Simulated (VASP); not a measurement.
# Si13Ge51 (P1) in VASP: further runs, part 4 of 4

VASP 6.6.1. Earlier steps stand in the parts before.

## 5. Single point, r2SCAN

POSCAR

```
Si13Ge51
1.0
   11.2354450000      0.0000000000      0.0000000000
    0.0000000000     11.2354450000      0.0000000000
    0.0000000000      0.0000000000     11.2354450000
Si Ge
13 51
Direct
    0.9985630000      0.0012360000      0.9987460000
    0.0008620000      0.0026900000      0.5028910000
    0.5020720000      0.4966830000      0.9978990000
    0.1204770000      0.1253260000      0.6257620000
    0.1242990000      0.6244980000      0.1247560000
    0.2484930000      0.2491360000      0.9986790000
    0.7488860000      0.2519440000      0.9965680000
    0.7510140000      0.2494730000      0.5006680000
    0.7516810000      0.0012530000      0.7495580000
    0.7489640000      0.4979040000      0.2486960000
    0.7481060000      0.4956260000      0.7524720000
    0.9989200000      0.2468080000      0.7485990000
    0.6276120000      0.3771020000      0.8779430000
    0.0006350000      0.4998400000      0.0010720000
    0.9974840000      0.4985170000      0.5007140000
    0.4999660000      0.0008560000      0.9993210000
    0.5009240000      0.0009220000      0.5011760000
    0.5010330000      0.4994070000      0.4995080000
    0.1240480000      0.1249130000      0.1208870000
    0.1243610000      0.6246660000      0.6253250000
    0.6273820000      0.1280810000      0.1228190000
    0.6293570000      0.1264370000      0.6266020000
    0.6243930000      0.6200690000      0.1242490000
    0.6272660000      0.6223420000      0.6282300000
    0.2466180000      0.2478070000      0.5025490000
    0.2480210000      0.7476760000      0.0018240000
    0.2493130000      0.7504450000      0.4999390000
    0.7499210000      0.7486430000      0.9992230000
    0.7512150000      0.7492870000      0.5007480000
    0.3740860000      0.3744990000      0.1195560000
    0.3758610000      0.3739800000      0.6252310000
    0.3751020000      0.8743370000      0.1249680000
    0.3742570000      0.8758120000      0.6262130000
    0.8708500000      0.3742520000      0.1241100000
    0.8726110000      0.3717830000      0.6282030000
    0.8773910000      0.8762750000      0.1227420000
    0.8758870000      0.8793740000      0.6252450000
    0.2488370000      0.0004400000      0.2493960000
    0.2463330000      0.0028230000      0.7491190000
    0.2484850000      0.5006380000      0.2466190000
    0.2498350000      0.4984880000      0.7508950000
    0.7518980000      0.0012810000      0.2498580000
    0.3744790000      0.1256240000      0.3754980000
    0.3737040000      0.1278130000      0.8758830000
    0.3745310000      0.6245080000      0.3741860000
    0.3770280000      0.6224280000      0.8778330000
    0.8763360000      0.1254870000      0.3798280000
    0.8746260000      0.1257050000      0.8748590000
    0.8726970000      0.6222430000      0.3715340000
    0.8730640000      0.6217710000      0.8722530000
    0.9984090000      0.2492440000      0.2490400000
    0.0014030000      0.7485440000      0.2483240000
    0.9988760000      0.7506450000      0.7500030000
    0.4999950000      0.2516130000      0.2490860000
    0.5039670000      0.2529700000      0.7532810000
    0.5006960000      0.7485860000      0.2492590000
    0.5004410000      0.7496290000      0.7514100000
    0.1243630000      0.3746740000      0.3743660000
    0.1234230000      0.3700410000      0.8741140000
    0.1223010000      0.8776060000      0.3773330000
    0.1228320000      0.8766460000      0.8773770000
    0.6293040000      0.3744450000      0.3756400000
    0.6254990000      0.8747780000      0.3748820000
    0.6276480000      0.8776820000      0.8731250000
```

INCAR.step1

```
SYSTEM = Si13Ge51
ALGO = Normal
EDIFF = 1E-4
ENCUT = 520
GGA = PE
ISMEAR = -1
LASPH = .True.
LCHARG = .False.
LREAL = Auto
LUSENCCL = .False.
LWAVE = .True.
NBANDS = 421
NELM = 100
PREC = Accurate
SIGMA = 0.05
```

INCAR.step2

```
SYSTEM = Si13Ge51
ALGO = Normal
EDIFF = 1E-6
ENCUT = 520
ISIF = 2
ISMEAR = -1
ISTART = 1
LASPH = .True.
LCHARG = .False.
LMIXTAU = .True.
LREAL = Auto
LUSENCCL = .False.
LWAVE = .False.
METAGGA = R2SCAN
NBANDS = 421
NELM = 100
PREC = Accurate
SIGMA = 0.05
```

KPOINTS

```
k-points
0
Gamma
  1 1 1
  0 0 0
```

Potentials or basis: VASP PAW PBE potentials, release 64 (Si, Ge_d).

Command:

```
$ cat potpaw_PBE.64/Si/POTCAR potpaw_PBE.64/Ge_d/POTCAR > POTCAR
$ cp INCAR.step1 INCAR
$ mpirun -np 1 vasp_gam > vasp.out
$ cp INCAR.step2 INCAR
$ mpirun -np 1 vasp_gam > vasp.out
```

OUTCAR:

```text
SYSTEM = Si13Ge51
   EDIFF = 1E-6
   ENCUT = 520
   ISIF = 2
   ISMEAR = -1
   ISTART = 1
   LASPH = .True.
   LREAL = Auto
   METAGGA = R2SCAN
   NELM = 100
   PREC = Accurate

 ion  position               nearest neighbor table
   1  0.999  0.001  0.999-  36 2.40  61 2.40  19 2.41  48 2.41
   2  0.001  0.003  0.503-   4 2.37  47 2.40  37 2.40  60 2.41
   3  0.502  0.497  0.998-  13 2.37  46 2.41  30 2.41  23 2.41
   4  0.120  0.125  0.626-   2 2.37  12 2.37  39 2.41  25 2.41
   5  0.124  0.624  0.125-  26 2.40  40 2.40  52 2.40  14 2.41
   6  0.248  0.249  0.999-  44 2.40  59 2.40  19 2.41  30 2.41
[... 56 lines left out ...]
  63  0.625  0.875  0.375-  56 2.44  17 2.45  29 2.45  42 2.45
  64  0.628  0.878  0.873-   9 2.41  57 2.45  16 2.45  28 2.45

  LATTYP: Found a simple cubic cell.
 ALAT       =    11.2354450000

  Lattice vectors:

 A1 = (  11.2354450000,   0.0000000000,   0.0000000000)
 A2 = (   0.0000000000,  11.2354450000,   0.0000000000)
 A3 = (   0.0000000000,   0.0000000000,  11.2354450000)

[... 277 lines left out ...]
 cond. band min:       5.5719252796   @ k =   0.0000   0.0000   0.0000
 fundamental gap:      0.5670097843
 Fermi energy:         5.2977934072

 k-point     1 :       0.0000    0.0000    0.0000
  band No.  band energies     occupation
      1     -20.4194      2.00000
      2     -20.4187      2.00000
      3     -20.4183      2.00000
      4     -20.4172      2.00000
      5     -20.4151      2.00000
      6     -20.4138      2.00000
[... 387 lines left out ...]
    394       6.0518      0.00000
    395       6.1826      0.00000
 [bands above 395 left out]

------------------------ aborting loop because EDIFF is reached ----------------------------------------

  FORCE on cell =-STRESS in cart. coord.  units (eV):
  Direction    XX          YY          ZZ          XY          YZ          ZX
  --------------------------------------------------------------------------------------
  -------------------------------------------------------------------------------------
  Total        3.0549510      3.2100774      3.2072828     -0.3835865     -0.5294041     -0.3501841
  in kB        3.4509924      3.6262292      3.6230724     -0.4333143     -0.5980356     -0.3955817
  external PRESSURE =       3.5667646 kB  Pullay stress =       0.0000000 kB

 VOLUME and BASIS-vectors are now :
 -----------------------------------------------------------------------------
  energy-cutoff  :      520.00
  volume of cell :     1418.31
      direct lattice vectors                 reciprocal lattice vectors
    11.235445000  0.000000000  0.000000000     0.089004040  0.000000000  0.000000000
     0.000000000 11.235445000  0.000000000     0.000000000  0.089004040  0.000000000
     0.000000000  0.000000000 11.235445000     0.000000000  0.000000000  0.089004040

 POSITION                                       TOTAL-FORCE (eV/Angst)
 -----------------------------------------------------------------------------------
     11.21930      0.01389     11.22136         0.050111      0.013686      0.029820
      0.00968      0.03022      5.65020         0.009691      0.018864      0.027526
      5.64100      5.58045     11.21184         0.021085      0.023804      0.065488
      1.35361      1.40809      7.03071        -0.018345     -0.023802     -0.019912
      1.39655      7.01651      1.40169        -0.007412     -0.017894     -0.011393
      2.79193      2.79915     11.22060         0.028953      0.033770      0.001356
[... 56 lines left out ...]
      7.02776      9.82852      4.21197         0.005199     -0.002700     -0.011802
      7.05190      9.86115      9.80995        -0.011448     -0.026237     -0.029702
 -----------------------------------------------------------------------------------
    total drift:                                0.019443      0.004670      0.008707

  FREE ENERGIE OF THE ION-ELECTRON SYSTEM (eV)
  ---------------------------------------------------
  free  energy   TOTEN  =      -813.0564310060 eV

  energy  without entropy=     -813.0476305676  energy(sigma->0) =     -813.05203079
```

Run time: 9.5 min. Hardware: 1 × NVIDIA H100 80GB with 1 thread of AMD EPYC 7R13 (Zen 3), shared host; peak memory 2 GiB.

What came out:

| Property | Result |
| --- | --- |
| Free energy | -813.0564 eV |
| Pressure | 0.4 GPa |
| Largest force | 0.137 eV/Å |

Forces in eV/Å, atoms in the order of the input:
```
Si   0.050  0.014  0.030
Si   0.010  0.019  0.028
Si   0.021  0.024  0.065
Si  -0.018 -0.024 -0.020
Si  -0.007 -0.018 -0.011
Si   0.029  0.034  0.001
Si   0.033  0.038  0.086
Si   0.020  0.037  0.070
Si   0.015  0.035  0.058
Si   0.016  0.037  0.017
Si   0.050  0.063  0.013
Si   0.081  0.023  0.034
Si  -0.080 -0.072 -0.085
Ge  -0.021  0.008 -0.015
Ge   0.021  0.020 -0.022
Ge   0.047  0.038  0.032
Ge   0.035  0.013  0.011
Ge   0.026  0.020  0.055
Ge  -0.006 -0.012 -0.024
Ge  -0.005 -0.013 -0.017
Ge  -0.042 -0.035 -0.043
Ge  -0.017 -0.053 -0.065
Ge   0.026 -0.037 -0.011
Ge  -0.034 -0.032 -0.032
Ge   0.018  0.016  0.022
Ge   0.006  0.015  0.032
Ge   0.019  0.002  0.013
Ge   0.021  0.024  0.005
Ge  -0.007  0.046 -0.006
Ge  -0.002 -0.008 -0.035
Ge  -0.036 -0.009  0.020
Ge  -0.030 -0.005  0.014
Ge  -0.004 -0.033 -0.037
Ge  -0.017  0.025 -0.010
Ge  -0.050 -0.035 -0.056
Ge  -0.031 -0.035 -0.038
Ge  -0.038 -0.021 -0.037
Ge   0.022  0.002  0.007
Ge   0.011  0.051  0.028
Ge  -0.009  0.028  0.001
Ge   0.022 -0.001  0.004
Ge  -0.013 -0.009  0.053
Ge  -0.006 -0.029 -0.030
Ge  -0.049 -0.002 -0.028
Ge  -0.017  0.020 -0.005
Ge  -0.036 -0.052 -0.033
Ge  -0.054 -0.033 -0.030
Ge  -0.055 -0.070 -0.058
Ge   0.006 -0.010  0.003
Ge   0.014 -0.002  0.056
Ge   0.033  0.030  0.012
Ge   0.001  0.009  0.012
Ge   0.004  0.017  0.037
Ge   0.035 -0.011  0.025
Ge   0.004  0.024  0.029
Ge   0.008  0.019  0.023
Ge   0.028  0.038 -0.019
Ge  -0.026 -0.006 -0.004
Ge   0.035 -0.012  0.010
Ge   0.006 -0.021 -0.014
Ge  -0.045 -0.028 -0.024
Ge  -0.014 -0.030 -0.056
Ge   0.005 -0.003 -0.012
Ge  -0.011 -0.026 -0.030
```

Stress tensor (GPa, compression positive):
```
 0.35 -0.04 -0.04
-0.04  0.36 -0.06
-0.04 -0.06  0.36
```

Caveat: the k points lie up to 0.56 Å⁻¹ apart; the PAW data sets were made with another functional, which shifts forces and pressure a little.

## 6. Summary

| task | level | cell | k mesh | cutoff (eV) | gap on the mesh (eV) | pressure (GPa) | largest force (eV/Å) |
| --- | --- | --- | --- | --- | --- | --- | --- |
| single point | PBEsol | a = 11.235 Å, 64 atoms, atomic positions A | 1 × 1 × 1, shifted | 550 | 0.79 | 0.0 | 0.02 |
| relaxation of volume and atoms at fixed shape | PBEsol | relaxed from a = 11.254 Å, 64 atoms, atomic positions B | 1 × 1 × 1, shifted | 550 | 0.79 | 0.0 | 0.03 |
| single point | PBE | a = 11.235 Å, 64 atoms, atomic positions A | 1 × 1 × 1 | 520 | - | 3.0 | 0.11 |
| single point | r2SCAN | a = 11.235 Å, 64 atoms, atomic positions A | 1 × 1 × 1 | 520 | - | 0.4 | 0.14 |

Alike in all rows: potentials or basis VASP PAW PBE potentials, release 64 (Si, Ge_d); no spin polarisation; smearing fermi-dirac 0.05 eV.

Caveats: some runs use coarse meshes; the PAW data sets were made with another functional, which shifts forces and pressure a little (at least some runs); a shifted mesh leaves out Γ, where band edges can lie (at least some runs).

Absolute energies hang on the potentials; compare differences alone.
